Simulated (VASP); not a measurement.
Here is a VASP 6.6.1 calculation.

POSCAR

```
Yb2MnH6
1.0
    5.1578329800      0.0000000000      0.0000000000
   -2.5789164900      4.4668172400      0.0000000000
    0.0000000000      0.0000000000      3.8409393400
Yb Mn H
2 1 6
Direct
    0.3333000000      0.6667000000      0.2641000000
    0.6667000000      0.3333000000      0.7359000000
    0.0000000000      0.0000000000      0.0000000000
    0.8221000000      0.1779000000      0.2430000000
    0.8221000000      0.6442000000      0.2430000000
    0.3558000000      0.1779000000      0.2430000000
    0.1779000000      0.8221000000      0.7570000000
    0.6442000000      0.8221000000      0.7570000000
    0.1779000000      0.3558000000      0.7570000000
```

Contents of INCAR.step1:

```
PREC = Accurate
ENCUT = 520
EDIFF = 1E-6
ISMEAR = -1
SIGMA = 0.1
LREAL = False
LASPH = True
NELM = 200
ALGO = Normal
ISIF = 2
LWAVE = False
LCHARG = True
ISPIN = 2
MAGMOM = 0.01 0.01 1 -0.01 -0.01 -0.01 -0.01 -0.01 -0.01
LMAXMIX = 6
GGA = PE
NBANDS = 48
GGA_COMPAT = False
NEDOS = 2001
LORBIT = 11
```

The input KPOINTS.step1:

```
regular mesh
0
Gamma
  4 4 5
```

Contents of INCAR.step2:

```
PREC = Accurate
ENCUT = 520
EDIFF = 1E-6
ISMEAR = -5
SIGMA = 0.1
LREAL = False
LASPH = True
NELM = 200
ALGO = Normal
ISIF = 2
LWAVE = False
LCHARG = False
ISPIN = 2
MAGMOM = 0.01 0.01 1 -0.01 -0.01 -0.01 -0.01 -0.01 -0.01
LORBIT = 11
LMAXMIX = 6
GGA = PE
NBANDS = 48
NEDOS = 1001
ICHARG = 11
GGA_COMPAT = False
```

Contents of KPOINTS.step2:

```
regular mesh
0
Gamma
  6 6 8
```

Potentials or basis: VASP PAW PBE potentials, release 64 (Yb, Mn_sv, H).

Launch:

```bash
$ cat potpaw_PBE.64/Yb/POTCAR potpaw_PBE.64/Mn_sv/POTCAR potpaw_PBE.64/H/POTCAR > POTCAR
$ cp INCAR.step1 INCAR
$ cp KPOINTS.step1 KPOINTS
$ mpirun -np 1 vasp_std > vasp.out
$ cp INCAR.step2 INCAR
$ cp KPOINTS.step2 KPOINTS
$ mpirun -np 1 vasp_std > vasp.out
```

What does it give for the net moment?

1.04 μB per cell.

Estimate the site moments.

Yb -0.02; Mn +1.02; H -0.01 μB.

 The state reached can hang on the start; a lower one may exist.
